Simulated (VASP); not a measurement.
# LiCl (P6_3/mmc) in VASP: settings compared

LiCl is run at these levels: PBE, LDA, r2SCAN; tasks: single point.

Program: VASP 6.6.1. These are calculated values, not measurements. Logs are shortened: lines on timing, memory, paths and dates and some standing lists are left out, and cuts for length are marked.

### 1 The cell of the first run

The structure is hexagonal, space group P6_3/mmc (No. 194). Conventional cell: a = 4.162 Å, b = 4.162 Å, c = 5.233 Å, α = 90.00°, β = 90.00°, γ = 120.00°. Li (site symmetry -6m2) has 5 Cl at 2.40 to 2.62 Å within 3.2 Å. Cl (site symmetry -6m2) has 5 Li at 2.40 to 2.62 Å within 3.2 Å.

### 2 Single point, PBE

INCAR

```
PREC = Accurate
ENCUT = 520
EDIFF = 1E-7
ISMEAR = 0
SIGMA = 0.01
LREAL = F
LASPH = T
NELM = 60
ALGO = Normal
ISIF = 2
LWAVE = F
LCHARG = F
GGA = PE
NBANDS = 18
```

KPOINTS

```
Automatic mesh
0
Gamma
  6 6 4
```

POSCAR

```
LiCl
1.0
    4.1618736679      0.0000000000      0.0000000000
   -2.0809368340      3.6042883237      0.0000000000
    0.0000000000      0.0000000000      5.2325458659
Li Cl
2 2
Direct
    0.3333333333      0.6666666667      0.2500000000
    0.6666666667      0.3333333333      0.7500000000
    0.6666666667      0.3333333333      0.2500000000
    0.3333333333      0.6666666667      0.7500000000
```

Potentials or basis: VASP PAW PBE potentials, release 64 (Li_sv, Cl).

Launch:

```
> cat potpaw_PBE.64/Li_sv/POTCAR potpaw_PBE.64/Cl/POTCAR > POTCAR
> mpirun -np 1 vasp_std > vasp.out
```

OUTCAR:

```text
PREC = Accurate
   ENCUT = 520
   EDIFF = 1E-7
   ISMEAR = 0
   LREAL = F
   LASPH = T
   NELM = 60
   ISIF = 2
   GGA = PE

 ion  position               nearest neighbor table
   1  0.333  0.667  0.250-   3 2.40   3 2.40   3 2.40   4 2.62   4 2.62
   2  0.667  0.333  0.750-   4 2.40   4 2.40   4 2.40   3 2.62   3 2.62
   3  0.667  0.333  0.250-   1 2.40   1 2.40   1 2.40   2 2.62   2 2.62
   4  0.333  0.667  0.750-   2 2.40   2 2.40   2 2.40   1 2.62   1 2.62

  LATTYP: Found a hexagonal cell.
 ALAT       =     4.1618736679
 C/A-ratio  =     1.2572572556

  Lattice vectors:

 A1 = (   4.1618736679,   0.0000000000,   0.0000000000)
 A2 = (  -2.0809368340,   3.6042883237,   0.0000000000)
 A3 = (   0.0000000000,   0.0000000000,   5.2325458659)

Analysis of symmetry for initial positions (statically):
=====================================================================
 Subroutine PRICEL returns:
 Original cell was already a primitive cell.

 Routine SETGRP: Setting up the symmetry group for a
 hexagonal supercell.

 Subroutine GETGRP returns: Found 24 space group operations
 (whereof 12 operations were pure point group operations)
 out of a pool of 24 trial point group operations.

The static configuration has the point symmetry D_3d.
 The point group associated with its full space group is D_6h.

Analysis of symmetry for dynamics (positions and initial velocities):
=====================================================================
 Subroutine PRICEL returns:
 Original cell was already a primitive cell.

 Routine SETGRP: Setting up the symmetry group for a
 hexagonal supercell.

 Subroutine GETGRP returns: Found 24 space group operations
 (whereof 12 operations were pure point group operations)
 out of a pool of 24 trial point group operations.

The dynamic configuration has the point symmetry D_3d.
 The point group associated with its full space group is D_6h.

 Subroutine INISYM returns: Found 24 space group operations
 (whereof 12 operations are pure point group operations),
 and found     1 'primitive' translations

----------------------------------------------------------------------------------------

                                     Primitive cell

  volume of cell :      78.4913

  direct lattice vectors                    reciprocal lattice vectors
     4.161873668  0.000000000  0.000000000     0.240276395  0.138723641  0.000000000
    -2.080936834  3.604288324  0.000000000     0.000000000  0.277447282  0.000000000
     0.000000000  0.000000000  5.232545866     0.000000000  0.000000000  0.191111559

  length of vectors
     4.161873668  4.161873668  5.232545866     0.277447282  0.277447282  0.191111559

  position of ions in fractional coordinates (direct lattice)
     0.333333333  0.666666667  0.250000000
     0.666666667  0.333333333  0.750000000
     0.666666667  0.333333333  0.250000000
     0.333333333  0.666666667  0.750000000

  ion indices of the primitive-cell ions
   primitive index   ion index
                 1           1
                 2           2
                 3           3
                 4           4

----------------------------------------------------------------------------------------

 KPOINTS: Automatic mesh

Automatic generation of k-mesh.
 Grid dimensions read from file:
 generate k-points for:    6    6    4

 Generating k-lattice:

  Cartesian coordinates                     Fractional coordinates (reciprocal lattice)
     0.040046066  0.023120607  0.000000000     0.166666667  0.000000000  0.000000000
     0.000000000  0.046241214  0.000000000     0.000000000  0.166666667  0.000000000
     0.000000000  0.000000000  0.047777890     0.000000000  0.000000000  0.250000000

  Length of vectors
     0.046241214  0.046241214  0.047777890

  Shift w.r.t. Gamma in fractional coordinates (k-lattice)
     0.000000000  0.000000000  0.000000000

 Subroutine IBZKPT returns following result:
 ===========================================

 Found     21 irreducible k-points:

 Following reciprocal coordinates:
            Coordinates               Weight
  0.000000  0.000000  0.000000      1.000000
  0.166667 -0.000000  0.000000      6.000000
  0.333333 -0.000000  0.000000      6.000000
  0.500000  0.000000  0.000000      3.000000
  0.166667  0.166667  0.000000      6.000000
  0.333333  0.166667  0.000000     12.000000
[... 13 lines left out ...]
  0.333333  0.166667  0.500000     12.000000
  0.333333  0.333333  0.500000      2.000000
   k-points           NKPTS =     21   k-points in BZ     NKDIM =     21   number of bands    NBANDS=     18
   number of dos      NEDOS =    301   number of ions     NIONS =      4
   total plane-waves  NPLWV =  40960
   dimension x,y,z NGX =    32 NGY =   32 NGZ =   40
   dimension x,y,z NGXF=    64 NGYF=   64 NGZF=   80
   ions per type =               2   2
   NGX,Y,Z   is equivalent  to a cutoff of  12.78, 12.78, 12.71 a.u.
   NGXF,Y,Z  is equivalent  to a cutoff of  25.56, 25.56, 25.42 a.u.
 SYSTEM =  unknown system
   PREC   = accura    normal or accurate (medium, high low for compatibility)
   ISTART =      0    job   : 0-new  1-cont  2-samecut
   ICHARG =      2    charge: 1-file 2-atom 10-const
   ISPIN  =      1    spin polarized calculation?
   LNONCOLLINEAR =      F non collinear calculations
   LSORBIT =      F    spin-orbit coupling
   LASPH  =      T    aspherical Exc in radial PAW
   ENCUT  =  520.0 eV  38.22 Ry    6.18 a.u.   7.74  7.74  9.73*2*pi/ulx,y,z
   NELM   =     60;   NELMIN=  2; NELMDL= -5     # of ELM steps
   EDIFF  = 0.1E-06   stopping-criterion for ELM
   LREAL  =      F    real-space projection
   EDIFFG = 0.1E-05   stopping-criterion for IOM
   NSW    =      0    number of steps for IOM
   IBRION =     -1    ionic relax: 0-MD 1-quasi-New 2-CG
   NFREE  =      0    steps in history (QN), initial steepest desc. (CG)
   ISIF   =      2    stress and relaxation
   ISYM   =      2    0-nonsym 1-usesym 2-fastsym
   POTIM  = 0.5000    time-step for ionic-motion
   TEBEG  =    0.0;   TEEND  =   0.0 temperature during run
   PSTRESS=    0.0 pullay stress
   NELECT =      20.0000    total number of electrons
   NUPDOWN=      -1.0000    fix difference up-down
   EMIN   =  10.00;   EMAX   =-10.00  energy-range for DOS
   EFERMI =   0.00;   METHOD = LEGACY
   ISMEAR =     0;   SIGMA  =   0.01  broadening in eV -4-tet -1-fermi 0-gaus
   EFERMI_NEDOS =   21; number of points for ismear=-14 and -15
   IALGO  =     38    algorithm
   IMIX   =      4    mixing-type and parameters
     AMIX     =   0.40;   BMIX     =  1.00
     AMIX_MAG =   1.60;   BMIX_MAG =  1.00
  volume/ion in A,a.u.               =      19.62       132.42
  Fermi-wavevector in a.u.,A,eV,Ry     =   1.037873  1.961296 14.655937  1.077181
  Thomas-Fermi vector in A             =   2.172331
   LORBIT       =      0    0 simple, 1 ext, 2 COOP (PROOUT), +10 PAW based schemes
   GGA     = PE    functional components
   LHFCALC =     F    Hartree Fock is set to
   AEXX    =    0.0000 exact exchange contribution
   IVDW    =     0    specifies the selected vdW correction
   LEPSILON=     F    determine dielectric tensor
   LRPA    =     F    only Hartree local field effects (RPA)
 non-spin polarized calculation
 Gauss-broadening in eV      SIGMA  =   0.01
  energy-cutoff  :      520.00
  volume of cell :       78.49
 maximum number of plane-waves:      2149
 NGX is ok and might be reduce to    32
   NGX = 15   NGY = 15   NGZ = 19

 number of electron      19.9999992 magnetization

 Free energy of the ion-electron system (eV)
  ---------------------------------------------------
  ext. energy  EPLUGINS =         0.00000000
  ---------------------------------------------------
  free energy    TOTEN  =       -14.78527976 eV

  energy without entropy =      -14.78527976  energy(sigma->0) =      -14.78527976

 E-fermi :  -0.2518     XC(G=0):  -7.9004

 val. band max:       -0.3461473444   @ k =   0.0000   0.0000   0.0000
 cond. band min:       5.3136083182   @ k =   0.0000   0.0000   0.0000
 fundamental gap:      5.6597556626
 Fermi energy:        -0.2517685914

 k-point     1 :       0.0000    0.0000    0.0000
  band No.  band energies     occupation
      1     -43.8675      2.00000
      2     -43.8639      2.00000
      3     -13.6974      2.00000
      4     -12.9670      2.00000
      5      -3.1392      2.00000
      6      -1.7241      2.00000
[... 10 lines left out ...]
     17      11.3352      0.00000
     18      11.4951      0.00000

 k-point     2 :       0.1667   -0.0000    0.0000
  band No.  band energies     occupation
      1     -43.8672      2.00000
      2     -43.8639      2.00000
      3     -13.6392      2.00000
      4     -12.9935      2.00000
      5      -2.9812      2.00000
      6      -1.9382      2.00000
[... 10 lines left out ...]
     17      10.3220      0.00000
     18      10.9622      0.00000

 k-point     3 :       0.3333   -0.0000    0.0000
  band No.  band energies     occupation
      1     -43.8663      2.00000
      2     -43.8642      2.00000
      3     -13.4948      2.00000
      4     -13.0734      2.00000
      5      -2.5628      2.00000
      6      -2.3920      2.00000
[... 10 lines left out ...]
     17      10.6276      0.00000
     18      11.2997      0.00000

 k-point     4 :       0.5000    0.0000    0.0000
  band No.  band energies     occupation
      1     -43.8658      2.00000
      2     -43.8646      2.00000
      3     -13.3847      2.00000
      4     -13.1509      2.00000
      5      -2.6174      2.00000
      6      -2.2365      2.00000
[... 10 lines left out ...]
     17      11.3467      0.00000
     18      12.6113      0.00000

 k-point     5 :       0.1667    0.1667    0.0000
  band No.  band energies     occupation
      1     -43.8666      2.00000
      2     -43.8641      2.00000
      3     -13.5366      2.00000
      4     -13.0477      2.00000
      5      -2.6886      2.00000
      6      -2.3181      2.00000
[... 10 lines left out ...]
     17      10.3908      0.00000
     18      11.2559      0.00000

 k-point     6 :       0.3333    0.1667    0.0000
  band No.  band energies     occupation
      1     -43.8658      2.00000
      2     -43.8646      2.00000
      3     -13.3879      2.00000
      4     -13.1470      2.00000
      5      -2.7325      2.00000
      6      -2.2232      2.00000
[... 10 lines left out ...]
     17      11.1851      0.00000
     18      11.9019      0.00000

 k-point     7 :       0.3333    0.3333    0.0000
  band No.  band energies     occupation
      1     -43.8652      2.00000
      2     -43.8652      2.00000
      3     -13.2589      2.00000
      4     -13.2589      2.00000
      5      -2.9223      2.00000
      6      -1.8325      2.00000
[... 10 lines left out ...]
     17      10.6905      0.00000
     18      10.6905      0.00000

 k-point     8 :       0.0000    0.0000    0.2500
  band No.  band energies     occupation
      1     -43.8669      2.00000
      2     -43.8643      2.00000
      3     -13.6050      2.00000
      4     -13.0913      2.00000
      5      -2.7548      2.00000
      6      -1.6139      2.00000
[... 10 lines left out ...]
     17      10.2592      0.00000
     18      10.7921      0.00000
[... 166 lines left out ...]
     17       9.4991      0.00000
     18       9.4991      0.00000

 k-point    17 :       0.3333   -0.0000    0.5000
  band No.  band energies     occupation
      1     -43.8653      2.00000
      2     -43.8653      2.00000
      3     -13.2968      2.00000
      4     -13.2968      2.00000
      5      -2.6524      2.00000
      6      -2.6524      2.00000
[... 10 lines left out ...]
     17      10.7361      0.00000
     18      10.7361      0.00000

 k-point    18 :       0.5000    0.0000    0.5000
  band No.  band energies     occupation
      1     -43.8652      2.00000
      2     -43.8652      2.00000
      3     -13.2739      2.00000
      4     -13.2739      2.00000
      5      -2.8477      2.00000
      6      -2.8477      2.00000
[... 10 lines left out ...]
     17      11.5530      0.00000
     18      11.5530      0.00000

 k-point    19 :       0.1667    0.1667    0.5000
  band No.  band energies     occupation
      1     -43.8653      2.00000
      2     -43.8653      2.00000
      3     -13.3082      2.00000
      4     -13.3082      2.00000
      5      -2.5085      2.00000
      6      -2.5085      2.00000
[... 10 lines left out ...]
     17      10.5552      0.00000
     18      10.5552      0.00000

 k-point    20 :       0.3333    0.1667    0.5000
  band No.  band energies     occupation
      1     -43.8652      2.00000
      2     -43.8652      2.00000
      3     -13.2739      2.00000
      4     -13.2739      2.00000
      5      -2.7452      2.00000
      6      -2.7452      2.00000
[... 10 lines left out ...]
     17      11.5295      0.00000
     18      11.5295      0.00000

 k-point    21 :       0.3333    0.3333    0.5000
  band No.  band energies     occupation
      1     -43.8652      2.00000
      2     -43.8652      2.00000
      3     -13.2623      2.00000
      4     -13.2623      2.00000
      5      -2.6788      2.00000
      6      -2.6788      2.00000
[... 10 lines left out ...]
     17      11.4662      0.00000
     18      11.4665      0.00000

------------------------ aborting loop because EDIFF is reached ----------------------------------------

  FORCE on cell =-STRESS in cart. coord.  units (eV):
  Direction    XX          YY          ZZ          XY          YZ          ZX
  --------------------------------------------------------------------------------------
  -------------------------------------------------------------------------------------
  Total        0.2549790      0.2549790      0.2714986     -0.0000000      0.0000000      0.0000000
  in kB        5.2046731      5.2046731      5.5418744     -0.0000000      0.0000000      0.0000000
  external PRESSURE =       5.3170735 kB  Pullay stress =       0.0000000 kB

 VOLUME and BASIS-vectors are now :
 -----------------------------------------------------------------------------
  energy-cutoff  :      520.00
  volume of cell :       78.49
      direct lattice vectors                 reciprocal lattice vectors
     4.161873668  0.000000000  0.000000000     0.240276395  0.138723641  0.000000000
    -2.080936834  3.604288324  0.000000000     0.000000000  0.277447282  0.000000000
     0.000000000  0.000000000  5.232545866     0.000000000  0.000000000  0.191111559

 POSITION                                       TOTAL-FORCE (eV/Angst)
 -----------------------------------------------------------------------------------
     -0.00000      2.40286      1.30814        -0.000000      0.000000      0.000000
      2.08094      1.20143      3.92441         0.000000     -0.000000      0.000000
      2.08094      1.20143      1.30814        -0.000000     -0.000000      0.000000
     -0.00000      2.40286      3.92441        -0.000000      0.000000      0.000000
 -----------------------------------------------------------------------------------
    total drift:                               -0.000000      0.000000      0.000000

  FREE ENERGIE OF THE ION-ELECTRON SYSTEM (eV)
  ---------------------------------------------------
  free  energy   TOTEN  =       -14.7852797594 eV

  energy  without entropy=      -14.7852797594  energy(sigma->0) =      -14.78527976
```

It took 12 s on 1 thread of Intel Xeon 6975P-C (Granite Rapids), shared host; peak memory 0.19 GiB.

Results:

```yaml
Free_energy: -14.7853 eV
Band_gap_on_the_k_mesh: 5.66 eV, direct
```

Levels at points of the mesh, in eV from the valence-band top:
| k point | band 6 | band 7 | band 8 | band 9 | band 10 | band 11 | band 12 | band 13 | band 14 | band 15 |
| --- | --- | --- | --- | --- | --- | --- | --- | --- | --- | --- |
| (0.00, 0.00, 0.00) | -1.38 | -1.38 | -0.60 | -0.60 | 0.00 | 5.66 | 8.02 | 8.79 | 8.79 | 10.15 |
| (0.50, 0.00, 0.00) | -1.89 | -1.86 | -1.41 | -0.99 | -0.65 | 7.29 | 8.48 | 8.90 | 10.32 | 10.39 |
| (0.00, 0.00, 0.50) | -1.47 | -1.00 | -1.00 | -1.00 | -1.00 | 7.61 | 7.61 | 8.81 | 8.81 | 8.81 |
| (0.50, 0.00, 0.50) | -2.50 | -1.32 | -1.32 | -0.49 | -0.49 | 7.23 | 7.23 | 9.25 | 9.25 | 11.40 |

Caveat: the cutoff is under 1.25 times the usual one of these potentials, so pressure, stress and relaxed cells hold a basis-set (Pulay) error.

### 3 Single point, LDA

INCAR

```
  ALGO = Normal
  EDIFF = 1E-7
  ENCUT = 520
  GGA = CA
  ISIF = 2
  ISMEAR = 0
  LASPH = True
  LCHARG = False
  LREAL = False
  LWAVE = False
  NBANDS = 18
  NELM = 100
  PREC = Accurate
  SIGMA = 0.01
```

KPOINTS

```
k-points
0
Gamma
  6 6 4
```

POSCAR is that of step 2.

Potentials or basis: VASP PAW LDA potentials, release 64 (Li_sv, Cl).

Launch:

```
> cat potpaw_LDA.64/Li_sv/POTCAR potpaw_LDA.64/Cl/POTCAR > POTCAR
> mpirun -np 1 vasp_std > vasp.out
```

Run time: 9.8 s. Hardware: 1 thread of Intel Xeon 6975P-C (Granite Rapids), shared host; peak memory 0.16 GiB.

It converged, with:

- Free energy: -15.9947 eV
- Band gap on the k mesh: 5.26 eV, direct

Levels at points of the mesh, in eV from the valence-band top:
| k point | band 6 | band 7 | band 8 | band 9 | band 10 | band 11 | band 12 | band 13 | band 14 | band 15 |
| --- | --- | --- | --- | --- | --- | --- | --- | --- | --- | --- |
| (0.00, 0.00, 0.00) | -1.41 | -1.41 | -0.60 | -0.60 | 0.00 | 5.26 | 7.73 | 8.46 | 8.46 | 9.86 |
| (0.50, 0.00, 0.00) | -1.94 | -1.93 | -1.45 | -1.03 | -0.66 | 6.94 | 8.15 | 8.56 | 10.03 | 10.15 |
| (0.00, 0.00, 0.50) | -1.52 | -1.01 | -1.01 | -1.01 | -1.01 | 7.24 | 7.24 | 8.50 | 8.50 | 8.50 |
| (0.50, 0.00, 0.50) | -2.58 | -1.36 | -1.36 | -0.51 | -0.51 | 6.86 | 6.86 | 8.93 | 8.93 | 11.11 |

Caveat: the cutoff is under 1.25 times the usual one of these potentials, so pressure, stress and relaxed cells hold a basis-set (Pulay) error. A hybrid or GW would open this gap; LDA tends to underestimate it.

[end of part 1 of 2]
